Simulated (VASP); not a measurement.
A run of VASP 6.6.1 is set up as follows.

File INCAR:

```
PREC = Accurate
ENCUT = 500
EDIFF = 1E-6
ISMEAR = 1
SIGMA = 0.1
LREAL = False
LASPH = True
NELM = 120
ALGO = Normal
ISIF = 2
LWAVE = False
LCHARG = True
GGA = PE
LELF = True
LVHAR = True
NBANDS = 10
GGA_COMPAT = False
```

Contents of KPOINTS:

```
regular mesh
0
Gamma
  7 7 7
```

File POSCAR:

```
Al
1.0
    0.0000000000      3.0237104124      3.0237104124
    3.0237104124      0.0000000000      3.0237104124
    3.0237104124      3.0237104124      0.0000000000
Al
2
Direct
    0.0000000000      0.0000000000      0.0000000000
    0.2500000000      0.2500000000      0.2500000000
```

Potentials or basis: VASP PAW PBE potentials, release 64 (Al).

Run with:

```sh
$ cat potpaw_PBE.64/Al/POTCAR > POTCAR
$ mpirun -np 1 vasp_std > vasp.out
```

Question: Estimate the band gap on the k mesh.

Answer: Zero (bands 3 and 4 overlap by 2.87 eV).

Question: What does it give for the pressure?

Answer: 0.0 GPa.
